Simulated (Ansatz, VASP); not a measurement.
## Two plane-wave programs on SnSe

```
CELL_PARAMETERS angstrom
11.42867 0.00000 0.00000
0.00000 4.15358 0.00000
0.00000 0.00000 4.35913
ATOMIC_POSITIONS crystal
Sn 0.61805 0.75000 0.40647
Sn 0.88195 0.25000 0.90647
Sn 0.38195 0.25000 0.59353
Sn 0.11805 0.75000 0.09353
Se 0.14257 0.25000 0.52235
Se 0.64257 0.25000 0.97765
Se 0.35743 0.75000 0.02235
Se 0.85743 0.75000 0.47765
```

Alike in both runs: functional PBEsol; k mesh 4 × 8 × 8; occupations gaussian, width 0.02 eV; no spin polarisation.

Ansatz relaxed the structure, and its values are those at the end. VASP's run is a single point on that final structure, the one shown.

|  | VASP | Ansatz |
| --- | --- | --- |
| version | VASP 6.6.1 | Ansatz 0.2.0 |
| potentials or method | VASP PAW PBE potentials, release 64 (Sn_d, Se), cutoff 520 eV | scalar-relativistic, plane waves, PAW |
| valence electrons in the cell | 80 | 120 |

|  | VASP | Ansatz | Ansatz less VASP |
| --- | --- | --- | --- |
| gap on the k mesh at the Fermi level (eV) | 0.48 | 0.49 | +0.011 |
| least direct gap on the mesh (eV) | 0.75 | 0.76 | +0.010 |
| pressure (GPa) | 0.1 | 0.0 | -0.05 |
| rms of the force components (eV/Å) | 0.008 | 0.002 | -0.0058 |

VASP's potentials were made for PBE, not for PBEsol. VASP's potentials hold 80 valence electrons a cell and Ansatz's 120, so a difference there can come from the potentials and not from the codes.
